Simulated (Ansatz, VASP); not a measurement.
## SiC: VASP beside Ansatz

Contents of INCAR:

```
ALGO = Normal ; EDIFF = 1E-8
ENCUT = 520 ; GGA = PS
ISIF = 2 ; ISMEAR = -1
LASPH = T ; LCHARG = F
LEFG = T ; LREAL = F
LWAVE = F ; NBANDS = 16
NELM = 100 ; PREC = Accurate
SIGMA = 0.08
```

Contents of KPOINTS:

```
k-points
0
Gamma
  15 15 8
```

File POSCAR:

```
SiC
1.0
    3.0344255669      0.0000000000      0.0000000000
   -1.5172127834      2.6278896269      0.0000000000
    0.0000000000      0.0000000000      4.9797754205
Si C
2 2
Direct
    0.3333333333      0.6666666667      0.0000000000
    0.6666666667      0.3333333333      0.5000000000
    0.3333333333      0.6666666667      0.3850000000
    0.6666666667      0.3333333333      0.8850000000
```

Input for Ansatz:

```yaml
crystal:
  lattice:
    - [3.0344255669, 0.0, 0.0]
    - [-1.5172127834, 2.6278896269, 0.0]
    - [0.0, 0.0, 4.9797754205]
  atoms:
    - { symbol: Si, position: [0.3333333333, 0.6666666667, 0.0] }
    - { symbol: Si, position: [0.6666666667, 0.3333333333, 0.5] }
    - { symbol: C, position: [0.3333333333, 0.6666666667, 0.385] }
    - { symbol: C, position: [0.6666666667, 0.3333333333, 0.885] }
kpoints:
  mp_grid: { grid: [15, 15, 8] }
scf:
  occupations: { method: fermi_dirac, width: 0.08 }
hamiltonian:
  xc: pbesol
  pseudopotentials: { kind: all_electron, datasets: crystal }
output:
  forces: true
  stress: true
  eigenvalues: true
  efg: { contact_densities: true }
```

Change from the starting cell: volume scaled by 0.96, crystal datasets.

Alike in both runs: task electric field gradients; functional PBEsol; k mesh 15 × 15 × 8; occupations fermi-dirac, width 0.08 eV; no spin polarisation.

```csv
,VASP,Ansatz
version,VASP 6.6.1,Ansatz 0.2.0
potentials or method,"VASP PAW PBE potentials, release 64 (Si, C), cutoff 520 eV","all-electron PAW with datasets made for the crystal, scalar-relativistic"
```

|  | VASP | Ansatz | Ansatz less VASP |
| --- | --- | --- | --- |
| pressure (GPa) | 10.5 | 10.0 | -0.47 |
| traceless stress, the component that is largest in VASP (GPa) | -4.51 | -4.41 | +0.096 |
| rms of the force components (eV/Å) | 0.472 | 0.469 | -0.0032 |
| size of Vzz on the site where it differs most (V/Å²) | 17.9 | 16.8 | -1.15 |

VASP's potentials were made for PBE, not for PBEsol. Atom by atom the forces differ by 0.003 eV/Å (rms over components). Ansatz ran all-electron here, and VASP with PAW potentials.
